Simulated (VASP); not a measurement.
The system is HfC.

```
Hf C
1.0
     0.00000    2.32500    2.32500
     2.32500    0.00000    2.32500
     2.32500    2.32500    0.00000
Hf C
1 1
Direct
  0.50000 0.50000 0.50000
  0.00000 0.00000 0.00000
```

Base run:

```yaml
Program: VASP 6.6.1
Functional: PBEsol
Potentials_or_basis: VASP PAW PBE potentials, release 64 (Hf_pv, C)
Cutoff: 520 eV
k_mesh: 10 × 10 × 10
Occupations: fermi-dirac, width 0.05 eV
Spin: no spin polarisation
Hubbard_terms: Hf d U = 1.0 eV
```

Its results: band gap on the k mesh zero (band 7 reaches 6.92 eV, above the bottom of band 8 at 5.51 eV); pressure -3.4 GPa.

Q: The run is repeated on the same cell with these changes: hubbard terms from Hf d U = 1.0 eV to Hf d U = 4.0 eV. What comes out?

A: Band gap on the k mesh zero (band 7 reaches 7.18 eV, above the bottom of band 8 at 5.82 eV); pressure 7.6 GPa.

Caveats: the PAW data sets were made with another functional, which shifts forces and pressure a little; spin-orbit coupling is left out, which moves the levels of the heavy elements; U without spin polarisation on a metal has little footing; the U is typed as a test and isn't derived for this compound.
